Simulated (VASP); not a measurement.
A run of VASP 6.6.1 is set up as follows.

File INCAR:

```
SYSTEM = RbBr
PREC = Accurate
ENCUT = 520
EDIFF = 1E-7
ISMEAR = 0
SIGMA = 0.01
LREAL = .False.
LASPH = .True.
NELM = 60
ALGO = Normal
ISIF = 2
LWAVE = .False.
LCHARG = .False.
GGA = PE
NBANDS = 15
```

Contents of KPOINTS:

```
Automatic mesh
0
Gamma
  4 4 4
  0 0 0
```

The input POSCAR:

```
RbBr
1.0
    0.0000000000      3.4608261059      3.4608261059
    3.4608261059      0.0000000000      3.4608261059
    3.4608261059      3.4608261059      0.0000000000
Rb Br
1 1
Direct
    0.0000000000      0.0000000000      0.0000000000
    0.5000000000      0.5000000000      0.5000000000
```

Potentials or basis: VASP PAW PBE potentials, release 64 (Rb_sv, Br).

The run is started by

```console
$ cat potpaw_PBE.64/Rb_sv/POTCAR potpaw_PBE.64/Br/POTCAR > POTCAR
$ mpirun -np 1 vasp_std > vasp.out
```

Q: What does it give for the band gap on the k mesh?

A: 4.29 eV, direct.

Q: Estimate the pressure.

A: 0.6 GPa.

As with any semilocal functional, this PBE gap is likely too small.
